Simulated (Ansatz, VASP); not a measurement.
**One calculation of Pd, two programs**

Contents of INCAR:

```
SYSTEM = Pd
ALGO = Normal
EDIFF = 1E-7
ENCUT = 520
GGA = PS
ISIF = 2
ISMEAR = -1
LASPH = .TRUE.
LCHARG = .TRUE.
LELF = .TRUE.
LREAL = .FALSE.
LVHAR = .TRUE.
LWAVE = .FALSE.
NBANDS = 11
NELM = 80
PREC = Accurate
SIGMA = 0.05
```

Contents of KPOINTS:

```
k-points
0
G
  12 12 12
  0 0 0
```

POSCAR

```
Pd
1.0
   -1.6031178681      1.6031178681      1.6031178681
    1.6031178681     -1.6031178681      1.6031178681
    1.6031178681      1.6031178681     -1.6031178681
Pd
1
Direct
    0.0000000000      0.0000000000      0.0000000000
```

Contents of input.yaml:

```yaml
crystal:
  lattice:
    - [-1.6031178681, 1.6031178681, 1.6031178681]
    - [1.6031178681, -1.6031178681, 1.6031178681]
    - [1.6031178681, 1.6031178681, -1.6031178681]
  atoms:
    - { symbol: Pd, position: [0.0, 0.0, 0.0] }
kpoints:
  mp_grid: { grid: [12, 12, 12] }
scf:
  occupations: { method: fermi_dirac, width: 0.05 }
hamiltonian:
  xc: pbesol
  pseudopotentials: { kind: all_electron, lapw: { basis_error: 0.0005 } }
output:
  forces: true
  stress: true
  eigenvalues: true
```

Change from the starting cell: volume scaled by 1.06.

Alike in both runs: task single point; functional PBEsol; k mesh 12 × 12 × 12; occupations fermi-dirac, width 0.05 eV; no spin polarisation.

|  | VASP | Ansatz |
| --- | --- | --- |
| version | VASP 6.6.1 | Ansatz 0.2.0 |
| potentials or method | VASP PAW PBE potentials, release 64 (Pd), cutoff 520 eV | all-electron LAPW, scalar-relativistic |

|  | VASP | Ansatz | Ansatz less VASP |
| --- | --- | --- | --- |
| gap on the k mesh at the Fermi level (eV) | none | none | - |
| pressure (GPa) | -17.1 | -17.0 | +0.13 |

VASP's potentials were made for PBE, not for PBEsol. A gap of «none» marks a metal or a gap that the smearing closes. Ansatz ran all-electron here, and VASP with PAW potentials.
